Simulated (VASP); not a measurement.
# Ti (P6_3/mmc) in VASP: notebook, part 2 of 2

VASP 6.6.1.

**4. Electric field gradients, LDA**

This run uses another cell than the first one, of 16.45 Å³/atom, 0.950 times its volume.

Input file INCAR:

```
SYSTEM = Ti
ALGO     = Normal         ! electronic algorithm
EDIFF    = 1E-8           ! SCF threshold, eV
ENCUT    = 520            ! plane-wave cutoff, eV
GGA      = CA             ! functional
ISIF     = 2              ! what is computed and relaxed
ISMEAR   = -1             ! smearing method
LASPH    = .TRUE.         ! aspherical terms in the spheres
LCHARG   = .FALSE.        ! write CHGCAR
LEFG     = .TRUE.       
LREAL    = .FALSE.        ! projectors in reciprocal space
LWAVE    = .FALSE.        ! write WAVECAR
NBANDS   = 19             ! bands
NELM     = 100            ! most SCF steps
PREC     = Accurate       ! precision mode
SIGMA    = 0.05           ! smearing width, eV
```

Input file KPOINTS:

```
k-points
0
G
  13 13 7
  0 0 0
```

Input file POSCAR:

```
Ti
1.0
    2.8859641405      0.0000000000      0.0000000000
   -1.4429820702      2.4993182601      0.0000000000
    0.0000000000      0.0000000000      4.5621823725
Ti
2
Direct
    0.3333333333      0.6666666667      0.2500000000
    0.6666666667      0.3333333333      0.7500000000
```

Potentials or basis: VASP PAW LDA potentials, release 64 (Ti_sv).

Started as:

```sh
> cat potpaw_LDA.64/Ti_sv/POTCAR > POTCAR
> mpirun -np 1 vasp_std > vasp.out
```

OUTCAR:

```text
SYSTEM = Ti
   EDIFF = 1E-8
   ENCUT = 520
   GGA = CA
   ISIF = 2
   ISMEAR = -1
   LASPH = .TRUE.
   LREAL = .FALSE.
   NELM = 100
   PREC = Accurate

 ion  position               nearest neighbor table
   1  0.333  0.667  0.250-   2 2.82   2 2.82   2 2.82   2 2.82   2 2.82   2 2.82
   2  0.667  0.333  0.750-   1 2.82   1 2.82   1 2.82   1 2.82   1 2.82   1 2.82

  LATTYP: Found a hexagonal cell.
 ALAT       =     2.8859641405
 C/A-ratio  =     1.5808174150

  Lattice vectors:

 A1 = (   2.8859641405,   0.0000000000,   0.0000000000)
 A2 = (  -1.4429820702,   2.4993182601,   0.0000000000)
 A3 = (   0.0000000000,   0.0000000000,   4.5621823725)

Analysis of symmetry for initial positions (statically):
=====================================================================
 Subroutine PRICEL returns:
 Original cell was already a primitive cell.

 Routine SETGRP: Setting up the symmetry group for a
 hexagonal supercell.

 Subroutine GETGRP returns: Found 24 space group operations
 (whereof 12 operations were pure point group operations)
 out of a pool of 24 trial point group operations.

The static configuration has the point symmetry D_3d.
 The point group associated with its full space group is D_6h.

Analysis of symmetry for dynamics (positions and initial velocities):
=====================================================================
 Subroutine PRICEL returns:
 Original cell was already a primitive cell.

 Routine SETGRP: Setting up the symmetry group for a
 hexagonal supercell.

 Subroutine GETGRP returns: Found 24 space group operations
 (whereof 12 operations were pure point group operations)
 out of a pool of 24 trial point group operations.

The dynamic configuration has the point symmetry D_3d.
 The point group associated with its full space group is D_6h.

 Subroutine INISYM returns: Found 24 space group operations
 (whereof 12 operations are pure point group operations),
 and found     1 'primitive' translations

----------------------------------------------------------------------------------------

                                     Primitive cell

  volume of cell :      32.9068

  direct lattice vectors                    reciprocal lattice vectors
     2.885964141  0.000000000  0.000000000     0.346504652  0.200054554  0.000000000
    -1.442982070  2.499318260  0.000000000     0.000000000  0.400109108  0.000000000
     0.000000000  0.000000000  4.562182372     0.000000000  0.000000000  0.219193342

  length of vectors
     2.885964141  2.885964140  4.562182372     0.400109108  0.400109108  0.219193342

  position of ions in fractional coordinates (direct lattice)
     0.333333333  0.666666667  0.250000000
     0.666666667  0.333333333  0.750000000

  ion indices of the primitive-cell ions
   primitive index   ion index
                 1           1
                 2           2

[... 76 lines left out ...]
   NFREE  =      0    steps in history (QN), initial steepest desc. (CG)
   ISIF   =      2    stress and relaxation
   ISYM   =      2    0-nonsym 1-usesym 2-fastsym
   POTIM  = 0.5000    time-step for ionic-motion
   TEBEG  =    0.0;   TEEND  =   0.0 temperature during run
   PSTRESS=    0.0 pullay stress
   NELECT =      24.0000    total number of electrons
   NUPDOWN=      -1.0000    fix difference up-down
   EMIN   =  10.00;   EMAX   =-10.00  energy-range for DOS
   EFERMI =   0.00;   METHOD = LEGACY
   ISMEAR =    -1;   SIGMA  =   0.05  broadening in eV -4-tet -1-fermi 0-gaus
   EFERMI_NEDOS =   21; number of points for ismear=-14 and -15
   IALGO  =     38    algorithm
   IMIX   =      4    mixing-type and parameters
     AMIX     =   0.40;   BMIX     =  1.00
     AMIX_MAG =   1.60;   BMIX_MAG =  1.00
  volume/ion in A,a.u.               =      16.45       111.03
  Fermi-wavevector in a.u.,A,eV,Ry     =   1.473613  2.784725 29.545543  2.171536
  Thomas-Fermi vector in A             =   2.588485
   LORBIT       =      0    0 simple, 1 ext, 2 COOP (PROOUT), +10 PAW based schemes
   GGA     = CA    functional components
   LHFCALC =     F    Hartree Fock is set to
   AEXX    =    0.0000 exact exchange contribution
   IVDW    =     0    specifies the selected vdW correction
   LEPSILON=     F    determine dielectric tensor
   LRPA    =     F    only Hartree local field effects (RPA)
 non-spin polarized calculation
  energy-cutoff  :      520.00
  volume of cell :       32.91
 maximum number of plane-waves:       911
 NGX is ok and might be reduce to    24
   NGX = 11   NGY = 11   NGZ = 17

 number of electron      24.0000000 magnetization

 Free energy of the ion-electron system (eV)
  ---------------------------------------------------
  ext. energy  EPLUGINS =         0.00000000
  ---------------------------------------------------
  free energy    TOTEN  =       -17.10108868 eV

  energy without entropy =      -17.08230569  energy(sigma->0) =      -17.09169719

 E-fermi :   8.6834     XC(G=0): -12.0459

 val. band max:        8.6417301261   @ k =   0.3077   0.3077   0.2857
 cond. band min:       8.6855800864   @ k =   0.1538   0.0000   0.0000
 fundamental gap:      0.0438499604
 Fermi energy:         8.6833816057

 k-point     1 :       0.0000    0.0000    0.0000
  band No.  band energies     occupation
      1     -47.4053      2.00000
      2     -47.2243      2.00000
      3     -24.4528      2.00000
      4     -23.6735      2.00000
      5     -23.6735      2.00000
      6     -23.5793      2.00000
[... 505 lines left out ...]
      6     -23.7067      2.00000
[... 11 lines left out ...]
     18      10.5483      0.00000
     19      12.1618      0.00000

 [... further k-points ...]

------------------------ aborting loop because EDIFF is reached ----------------------------------------

  FORCE on cell =-STRESS in cart. coord.  units (eV):
  Direction    XX          YY          ZZ          XY          YZ          ZX
  --------------------------------------------------------------------------------------
  -------------------------------------------------------------------------------------
  Total       -0.5922545     -0.5922545     -0.5009810     -0.0000000      0.0000000      0.0000000
  in kB      -28.8359189    -28.8359189    -24.3919608     -0.0000000      0.0000000      0.0000000
  external PRESSURE =     -27.3545995 kB  Pullay stress =       0.0000000 kB

 VOLUME and BASIS-vectors are now :
 -----------------------------------------------------------------------------
  energy-cutoff  :      520.00
  volume of cell :       32.91
      direct lattice vectors                 reciprocal lattice vectors
     2.885964141  0.000000000  0.000000000     0.346504652  0.200054554  0.000000000
    -1.442982070  2.499318260  0.000000000     0.000000000  0.400109108  0.000000000
     0.000000000  0.000000000  4.562182372     0.000000000  0.000000000  0.219193342

 POSITION                                       TOTAL-FORCE (eV/Angst)
 -----------------------------------------------------------------------------------
     -0.00000      1.66621      1.14055         0.000000      0.000000      0.000000
      1.44298      0.83311      3.42164        -0.000000     -0.000000      0.000000
 -----------------------------------------------------------------------------------
    total drift:                               -0.000000      0.000000     -0.000000

  FREE ENERGIE OF THE ION-ELECTRON SYSTEM (eV)
  ---------------------------------------------------
  free  energy   TOTEN  =       -17.1010886785 eV

  energy  without entropy=      -17.0823056924  energy(sigma->0) =      -17.09169719

 Electric field gradients (V/A^2)
---------------------------------------------------------------------
 ion       V_xx      V_yy      V_zz      V_xy      V_xz      V_yz
---------------------------------------------------------------------
   1     -10.297   -10.296    20.593     0.001     0.000    -0.000
   2     -10.297   -10.296    20.593     0.001    -0.000     0.000
---------------------------------------------------------------------

 Electric field gradients after diagonalization (V/A^2)
 (convention: |V_zz| > |V_xx| > |V_yy|)
----------------------------------------------------------------------
 ion       V_xx      V_yy      V_zz     asymmetry (V_yy - V_xx)/ V_zz
----------------------------------------------------------------------
   1     -10.298   -10.296    20.593       0.000
   2     -10.298   -10.296    20.593       0.000
----------------------------------------------------------------------

           NMR quadrupolar parameters

 Cq : quadrupolar parameter    Cq=e*Q*V_zz/h
 eta: asymmetry parameters     (V_yy - V_xx)/ V_zz
 Q  : nuclear electric quadrupole moment in mb (millibarn)
----------------------------------------------------------------------
 ion       Cq(MHz)       eta       Q (mb)
----------------------------------------------------------------------
   1       0.050       0.000       1.000
   2       0.050       0.000       1.000
----------------------------------------------------------------------
```

It took 21 s on 1 thread of Intel Xeon Platinum 8559C (Emerald Rapids), shared host; peak memory 0.16 GiB.

Results:

* Free energy: -17.1011 eV
* Pressure: -2.7 GPa
* Band gap on the k mesh: zero (band 12 reaches 9.44 eV, above the bottom of band 13 at 8.36 eV)

Electric field gradients, principal values (V/Å²):
```csv
atom,least,middle,greatest (by size)
1 Ti,-10.296,-10.298,20.593
2 Ti,-10.296,-10.298,20.593
```

Caveat: without QUAD_EFG the Cq values of the log hold for a quadrupole moment of 1 mb, not for the nuclei.
